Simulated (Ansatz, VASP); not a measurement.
# GaN in VASP and in Ansatz

```
Ga N
1.0
     3.18315    0.00000    0.00000
    -1.59157    2.75669    0.00000
     0.00000    0.00000    5.18363
Ga N
2 2
Direct
  0.33333 0.66667 0.99911
  0.66667 0.33333 0.49911
  0.33333 0.66667 0.37589
  0.66667 0.33333 0.87589
```

Alike in both runs: task single point; functional PBE-based screened hybrid; k mesh 6 × 6 × 2; no spin polarisation.

|  | VASP | Ansatz |
| --- | --- | --- |
| version | VASP 6.6.1 | Ansatz 0.2.0 |
| potentials or method | VASP PAW PBE potentials, release 64 (Ga_d, N) | plane waves |
| plane-wave cutoff (eV) | 520 | 420 |
| occupations | gaussian, width 0.01 eV | fixed |
| valence electrons in the cell | 36 | 36 |

Ansatz gave:

| Quantity | Value |
| --- | --- |
| gap on the k mesh at the Fermi level (eV) | 3.74 |
| pressure (GPa) | -2.4 |
| traceless stress, the component that is largest in VASP (GPa) | -0.33 |
| rms of the force components (eV/Å) | 0.012 |

Question: Estimate VASP's values.

Answer: gap on the k mesh at the Fermi level (eV): 3.77; pressure (GPa): -2.6; traceless stress, the component that is largest in VASP (GPa): -0.40; rms of the force components (eV/Å): 0.011.

VASP's potentials were made for PBE, not for PBE-based screened hybrid. Atom by atom the forces differ by 0.000 eV/Å (rms over components). Ansatz's warnings: stress exchange threshold loose, stress scf threshold loose.

The k mesh is coarse, so the values compare programs but aren't converged.
